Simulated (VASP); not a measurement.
## MoS2: single point with PBEsol

MoS2, a slab with vacuum:

```xyz
9
Lattice="3.1407 0.0000 0.0000 -1.5704 2.7200 0.0612 0.0000 0.6303 28.0139" Properties=species:S:1:pos:R:3 pbc="T T T"
Mo    1.5704    0.9067    0.0204
Mo    0.0000    2.3021   21.7665
Mo    0.0000    1.9548    6.3290
S     0.0000    1.8484    1.6001
S     1.5704    1.4306   23.3055
S     1.5704    1.0832    7.8667
S     0.0000    2.4085   26.4954
S     1.5704    1.3604   20.1881
S     1.5704    1.0130    4.7492
```

This cell differs from its parent crystal: strain +0.0450 x Voigt [0, 0, 0, 1, 0, 0].

```
Program             : VASP 6.6.1
Task                : single point
Functional          : PBEsol
Potentials or basis : VASP PAW PBE potentials, release 64 (Mo_sv, S)
Cutoff              : 520 eV
k mesh              : 12 × 12 × 1
Occupations         : gaussian, width 0.05 eV
Spin                : no spin polarisation
```

The largest force is 0.716 eV/Å and the band gap on the k mesh is 1.19 eV (least direct gap 1.75 eV).

Forces on the atoms (eV/Å):
```
Mo   0.000  0.074 -0.004
Mo   0.000 -0.073  0.003
Mo   0.000 -0.076  0.004
S    0.000 -0.698  0.065
S    0.000 -0.620  0.062
S    0.000 -0.638  0.067
S    0.000  0.620 -0.060
S    0.000  0.712 -0.071
S    0.000  0.699 -0.066
```

Levels at points of the mesh, in eV from the valence-band top:
```
           k point  band 35  band 36  band 37  band 38  band 39  band 40  band 41  band 42  band 43  band 44
(0.00, 0.00, 0.00)    -1.95    -1.64    -0.81    -0.32     0.00     2.29     2.30     2.33     2.35     2.35
(0.50, 0.00, 0.00)    -1.37    -1.33    -1.20    -1.14    -1.11     1.89     1.91     1.92     2.32     2.42
(0.00, 0.50, 0.00)    -1.37    -1.32    -1.22    -1.13    -1.06     1.89     1.91     1.92     2.33     2.42
```

Run time: 19 min on 1 thread of Intel Xeon 8259CL, on a shared host, peak memory 0.57 GiB.

Caveat: the cell differs from its parent crystal (strain +0.0450 x Voigt [0, 0, 0, 1, 0, 0]); there is no dipole correction, which matters where the two faces differ; the PAW data sets were made with another functional, which shifts forces and pressure a little.
